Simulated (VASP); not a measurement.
# SnTe (NiAs type) in VASP: further runs

SnTe (NiAs type) is run at these levels: PBE; tasks: single point, relaxation of cell and atoms.

Everything below comes from runs of VASP 6.6.1. Logs are shortened: lines on timing, memory, paths and dates and some standing lists are left out, and cuts for length are marked.

## Step 1: The cell of the first run

It takes space group P6_3/mmc (No. 194, hexagonal). Conventional cell: a = 4.242 Å, b = 4.242 Å, c = 7.884 Å, α = 90.00°, β = 90.00°, γ = 120.00°. Within 4.1 Å of Sn (site symmetry -3m) lie 6 Te at 3.14 Å and 2 Sn at 3.94 Å. Te (site symmetry -6m2) has 6 Sn at 3.14 Å within 4.1 Å.

## Step 2: Single point, PBE

INCAR

```
ALGO = Normal
EDIFF = 1E-7
ENCUT = 520
GGA = PE
ISIF = 2
ISMEAR = -1
LASPH = T
LCHARG = F
LREAL = F
LWAVE = F
NBANDS = 28
NELM = 80
PREC = Accurate
SIGMA = 0.1
```

KPOINTS

```
k-points
0
Gamma
  9 9 5
```

POSCAR

```
SnTe
1.0
    4.2419075321      0.0000000000      0.0000000000
   -2.1209537660      3.6735996833      0.0000000000
    0.0000000000      0.0000000000      7.8843668804
Sn Te
2 2
Direct
    0.0000000000      0.0000000000      0.0000000000
    0.0000000000      0.0000000000      0.5000000000
    0.3333333333      0.6666666667      0.2500000000
    0.6666666667      0.3333333333      0.7500000000
```

Potentials or basis: VASP PAW PBE potentials, release 64 (Sn_d, Te).

Started as:

```bash
$ cat potpaw_PBE.64/Sn_d/POTCAR potpaw_PBE.64/Te/POTCAR > POTCAR
$ mpirun -np 1 vasp_std > vasp.out
```

OUTCAR:

```text
EDIFF = 1E-7
   ENCUT = 520
   GGA = PE
   ISIF = 2
   ISMEAR = -1
   LASPH = T
   LREAL = F
   NELM = 80
   PREC = Accurate

 ion  position               nearest neighbor table
   1  0.000  0.000  0.000-   3 3.14   4 3.14   3 3.14   4 3.14   4 3.14   3 3.14
   2  0.000  0.000  0.500-   3 3.14   4 3.14   3 3.14   4 3.14   4 3.14   3 3.14
   3  0.333  0.667  0.250-   1 3.14   2 3.14   1 3.14   2 3.14   1 3.14   2 3.14
   4  0.667  0.333  0.750-   1 3.14   2 3.14   1 3.14   2 3.14   1 3.14   2 3.14

  LATTYP: Found a hexagonal cell.
 ALAT       =     4.2419075321
 C/A-ratio  =     1.8586842878

  Lattice vectors:

 A1 = (   4.2419075321,   0.0000000000,   0.0000000000)
 A2 = (  -2.1209537660,   3.6735996833,   0.0000000000)
 A3 = (   0.0000000000,   0.0000000000,   7.8843668804)

Analysis of symmetry for initial positions (statically):
=====================================================================
 Subroutine PRICEL returns:
 Original cell was already a primitive cell.

 Routine SETGRP: Setting up the symmetry group for a
 hexagonal supercell.

 Subroutine GETGRP returns: Found 24 space group operations
 (whereof 12 operations were pure point group operations)
 out of a pool of 24 trial point group operations.

The static configuration has the point symmetry D_3d.
 The point group associated with its full space group is D_6h.

Analysis of symmetry for dynamics (positions and initial velocities):
=====================================================================
 Subroutine PRICEL returns:
 Original cell was already a primitive cell.

 Routine SETGRP: Setting up the symmetry group for a
 hexagonal supercell.

 Subroutine GETGRP returns: Found 24 space group operations
 (whereof 12 operations were pure point group operations)
 out of a pool of 24 trial point group operations.

The dynamic configuration has the point symmetry D_3d.
 The point group associated with its full space group is D_6h.

 Subroutine INISYM returns: Found 24 space group operations
 (whereof 12 operations are pure point group operations),
 and found     1 'primitive' translations

----------------------------------------------------------------------------------------

                                     Primitive cell

  volume of cell :     122.8626

  direct lattice vectors                    reciprocal lattice vectors
     4.241907532  0.000000000  0.000000000     0.235742998  0.136106284  0.000000000
    -2.120953766  3.673599683  0.000000000     0.000000000  0.272212567  0.000000000
     0.000000000  0.000000000  7.884366880     0.000000000  0.000000000  0.126833266

  length of vectors
     4.241907532  4.241907532  7.884366880     0.272212567  0.272212567  0.126833266

  position of ions in fractional coordinates (direct lattice)
     0.000000000  0.000000000  0.000000000
     0.000000000  0.000000000  0.500000000
     0.333333333  0.666666667  0.250000000
     0.666666667  0.333333333  0.750000000

  ion indices of the primitive-cell ions
   primitive index   ion index
                 1           1
                 2           2
                 3           3
                 4           4

----------------------------------------------------------------------------------------

 KPOINTS: k-points

Automatic generation of k-mesh.
 Grid dimensions read from file:
 generate k-points for:    9    9    5

 Generating k-lattice:

  Cartesian coordinates                     Fractional coordinates (reciprocal lattice)
     0.026193666  0.015122920  0.000000000     0.111111111  0.000000000  0.000000000
     0.000000000  0.030245841  0.000000000     0.000000000  0.111111111  0.000000000
     0.000000000  0.000000000  0.025366653     0.000000000  0.000000000  0.200000000

  Length of vectors
     0.030245841  0.030245841  0.025366653

  Shift w.r.t. Gamma in fractional coordinates (k-lattice)
     0.000000000  0.000000000  0.000000000

 Subroutine IBZKPT returns following result:
 ===========================================

 Found     36 irreducible k-points:

 Following reciprocal coordinates:
            Coordinates               Weight
  0.000000  0.000000  0.000000      1.000000
  0.111111  0.000000  0.000000      6.000000
  0.222222 -0.000000  0.000000      6.000000
  0.333333  0.000000  0.000000      6.000000
  0.444444 -0.000000  0.000000      6.000000
  0.111111  0.111111  0.000000      6.000000
[... 16 lines left out ...]
  0.333333  0.222222  0.200000     24.000000
  0.333333  0.333333  0.200000      4.000000
 [... further k-points ...]
   k-points           NKPTS =     36   k-points in BZ     NKDIM =     36   number of bands    NBANDS=     28
   number of dos      NEDOS =    301   number of ions     NIONS =      4
   total plane-waves  NPLWV =  61440
   dimension x,y,z NGX =    32 NGY =   32 NGZ =   60
   dimension x,y,z NGXF=    64 NGYF=   64 NGZF=  120
   ions per type =               2   2
   NGX,Y,Z   is equivalent  to a cutoff of  12.54, 12.54, 12.65 a.u.
   NGXF,Y,Z  is equivalent  to a cutoff of  25.08, 25.08, 25.30 a.u.
 SYSTEM =  unknown system
   PREC   = accura    normal or accurate (medium, high low for compatibility)
   ISTART =      0    job   : 0-new  1-cont  2-samecut
   ICHARG =      2    charge: 1-file 2-atom 10-const
   ISPIN  =      1    spin polarized calculation?
   LNONCOLLINEAR =      F non collinear calculations
   LSORBIT =      F    spin-orbit coupling
   LASPH  =      T    aspherical Exc in radial PAW
   ENCUT  =  520.0 eV  38.22 Ry    6.18 a.u.   7.89  7.89 14.66*2*pi/ulx,y,z
   NELM   =     80;   NELMIN=  2; NELMDL= -5     # of ELM steps
   EDIFF  = 0.1E-06   stopping-criterion for ELM
   LREAL  =      F    real-space projection
   EDIFFG = 0.1E-05   stopping-criterion for IOM
   NSW    =      0    number of steps for IOM
   IBRION =     -1    ionic relax: 0-MD 1-quasi-New 2-CG
   NFREE  =      0    steps in history (QN), initial steepest desc. (CG)
   ISIF   =      2    stress and relaxation
   ISYM   =      2    0-nonsym 1-usesym 2-fastsym
   POTIM  = 0.5000    time-step for ionic-motion
   TEBEG  =    0.0;   TEEND  =   0.0 temperature during run
   PSTRESS=    0.0 pullay stress
   NELECT =      40.0000    total number of electrons
   NUPDOWN=      -1.0000    fix difference up-down
   EMIN   =  10.00;   EMAX   =-10.00  energy-range for DOS
   EFERMI =   0.00;   METHOD = LEGACY
   ISMEAR =    -1;   SIGMA  =   0.10  broadening in eV -4-tet -1-fermi 0-gaus
   EFERMI_NEDOS =   21; number of points for ismear=-14 and -15
   IALGO  =     38    algorithm
   IMIX   =      4    mixing-type and parameters
     AMIX     =   0.40;   BMIX     =  1.00
     AMIX_MAG =   1.60;   BMIX_MAG =  1.00
  volume/ion in A,a.u.               =      30.72       207.28
  Fermi-wavevector in a.u.,A,eV,Ry     =   1.126216  2.128239 17.257107  1.268362
  Thomas-Fermi vector in A             =   2.262896
   LORBIT       =      0    0 simple, 1 ext, 2 COOP (PROOUT), +10 PAW based schemes
   GGA     = PE    functional components
[... 5 lines left out ...]
 non-spin polarized calculation
  energy-cutoff  :      520.00
  volume of cell :      122.86
 maximum number of plane-waves:      3333
 NGX is ok and might be reduce to    32
   NGX = 15   NGY = 15   NGZ = 29

 number of electron      39.9999999 magnetization

 Free energy of the ion-electron system (eV)
  ---------------------------------------------------
  ext. energy  EPLUGINS =         0.00000000
  ---------------------------------------------------
  free energy    TOTEN  =       -14.82201081 eV

  energy without entropy =      -14.79147616  energy(sigma->0) =      -14.80674348

 E-fermi :   7.1240     XC(G=0):  -9.5799

 val. band max:        7.1191506716   @ k =   0.1111   0.0000   0.2000
 cond. band min:       7.1418169509   @ k =   0.0000   0.0000   0.2000
 fundamental gap:      0.0226662793
 Fermi energy:         7.1240183310

 k-point     1 :       0.0000    0.0000    0.0000
  band No.  band energies     occupation
      1     -14.7450      2.00000
      2     -14.7394      2.00000
      3     -14.7394      2.00000
      4     -14.7329      2.00000
      5     -14.7329      2.00000
      6     -14.7259      2.00000
[... 20 lines left out ...]
     27      11.5576      0.00000
     28      12.7818      0.00000

 k-point     2 :       0.1111    0.0000    0.0000
  band No.  band energies     occupation
      1     -14.7442      2.00000
      2     -14.7409      2.00000
      3     -14.7385      2.00000
      4     -14.7335      2.00000
      5     -14.7315      2.00000
      6     -14.7264      2.00000
[... 20 lines left out ...]
     27      11.1748      0.00000
     28      11.8335      0.00000

 k-point     3 :       0.2222   -0.0000    0.0000
  band No.  band energies     occupation
      1     -14.7458      2.00000
      2     -14.7416      2.00000
      3     -14.7372      2.00000
      4     -14.7353      2.00000
      5     -14.7284      2.00000
      6     -14.7273      2.00000
[... 20 lines left out ...]
     27      11.6156      0.00000
     28      12.4853      0.00000

 k-point     4 :       0.3333    0.0000    0.0000
  band No.  band energies     occupation
      1     -14.7508      2.00000
      2     -14.7400      2.00000
      3     -14.7376      2.00000
      4     -14.7368      2.00000
      5     -14.7275      2.00000
      6     -14.7260      2.00000
[... 578 lines left out ...]
     27      12.2642      0.00000
     28      13.2126      0.00000

 k-point    23 :       0.3333    0.2222    0.2000
  band No.  band energies     occupation
      1     -14.7486      2.00000
      2     -14.7406      2.00000
      3     -14.7359      2.00000
      4     -14.7344      2.00000
      5     -14.7294      2.00000
      6     -14.7248      2.00000
[... 20 lines left out ...]
     27      12.1484      0.00000
     28      13.7402      0.00000

 k-point    24 :       0.3333    0.3333    0.2000
  band No.  band energies     occupation
      1     -14.7448      2.00000
      2     -14.7448      2.00000
      3     -14.7336      2.00000
      4     -14.7326      2.00000
      5     -14.7326      2.00000
      6     -14.7218      2.00000
[... 20 lines left out ...]
     27      13.1716      0.00000
     28      13.1716      0.00000

 [... further k-points ...]
[... 5 lines left out ...]
  --------------------------------------------------------------------------------------
  -------------------------------------------------------------------------------------
  Total        2.6573479      2.6573479      2.6791042      0.0000000      0.0000000      0.0000000
  in kB       34.6528644     34.6528644     34.9365761      0.0000000      0.0000000      0.0000000
  external PRESSURE =      34.7474350 kB  Pullay stress =       0.0000000 kB

 VOLUME and BASIS-vectors are now :
 -----------------------------------------------------------------------------
  energy-cutoff  :      520.00
  volume of cell :      122.86
      direct lattice vectors                 reciprocal lattice vectors
     4.241907532  0.000000000  0.000000000     0.235742998  0.136106284  0.000000000
    -2.120953766  3.673599683  0.000000000     0.000000000  0.272212567  0.000000000
     0.000000000  0.000000000  7.884366880     0.000000000  0.000000000  0.126833266

 POSITION                                       TOTAL-FORCE (eV/Angst)
 -----------------------------------------------------------------------------------
      0.00000      0.00000      0.00000        -0.000000      0.000000     -0.000000
      0.00000      0.00000      3.94218        -0.000000      0.000000     -0.000000
     -0.00000      2.44907      1.97109        -0.000000      0.000000     -0.000000
      2.12095      1.22453      5.91328         0.000000      0.000000      0.000000
 -----------------------------------------------------------------------------------
    total drift:                                0.000000     -0.000000      0.000000

  FREE ENERGIE OF THE ION-ELECTRON SYSTEM (eV)
  ---------------------------------------------------
  free  energy   TOTEN  =       -14.8220108084 eV

  energy  without entropy=      -14.7914761604  energy(sigma->0) =      -14.80674348
```

It took 98 s on 1 thread of Intel Xeon 6975P-C (Granite Rapids), shared host; peak memory 0.3 GiB.

Results:

| Quantity | Value |
| --- | --- |
| Free energy | -14.8220 eV |
| Pressure | 3.5 GPa |
| Band gap on the k mesh | zero (band 20 reaches 7.86 eV, above the bottom of band 21 at 7.01 eV) |

Levels at points of the mesh, in eV from the Fermi level:
```tsv
k point	band 18	band 19	band 20	band 21	band 22	band 23
(0.00, 0.00, 0.00)	-1.29	-1.29	0.40	1.30	1.91	1.91
```

Caveat: spin-orbit coupling is left out, which moves the levels of the heavy elements.

## Step 3: Single point, PBE

This run uses another cell than the first one, of 37.57 Å³/atom, 1.223 times its volume.

INCAR

```
SYSTEM = SnTe
PREC = Accurate
ENCUT = 520
EDIFF = 1E-6
ISMEAR = -1
SIGMA = 0.1
LREAL = .False.
LASPH = .True.
NELM = 60
ALGO = Normal
ISIF = 2
LWAVE = .False.
LCHARG = .False.
GGA = PE
NBANDS = 28
```

KPOINTS

```
regular mesh
0
Gamma
  9 9 5
  0 0 0
```

POSCAR

```
SnTe
1.0
    5.2585924716      0.0000000000      0.0000000000
   -2.6292962358      4.5540746685      0.0000000000
    0.0000000000      0.0000000000      6.2756372099
Sn Te
2 2
Direct
    0.3333333333      0.6666666667     -0.0619446098
    0.6666666667      0.3333333333      0.4380553902
    0.3333333333      0.6666666667      0.4379446098
    0.6666666667      0.3333333333      0.9379446098
```

Potentials or basis: VASP PAW PBE potentials, release 64 (Sn_d, Te).

Started as:

```bash
$ cat potpaw_PBE.64/Sn_d/POTCAR potpaw_PBE.64/Te/POTCAR > POTCAR
$ mpirun -np 1 vasp_std > vasp.out
```

Run time: 2.5 min. Hardware: 1 thread of Intel Xeon 6975P-C (Granite Rapids), shared host; peak memory 0.33 GiB.

It converged, with:

```yaml
Free_energy: -14.5027 eV
Pressure: 3.5 GPa
Band_gap_on_the_k_mesh: 0.54 eV, indirect (least direct gap 1.02 eV)
```

Levels at points of the mesh, in eV from the valence-band top:
| k point | band 18 | band 19 | band 20 | band 21 | band 22 | band 23 |
| --- | --- | --- | --- | --- | --- | --- |
| (0.00, 0.00, 0.00) | -2.08 | -2.08 | -2.03 | 0.60 | 0.60 | 2.44 |

Caveat: spin-orbit coupling is left out, which moves the levels of the heavy elements. A k mesh can miss the band edges.

(Part 1 of 2 ends here.)
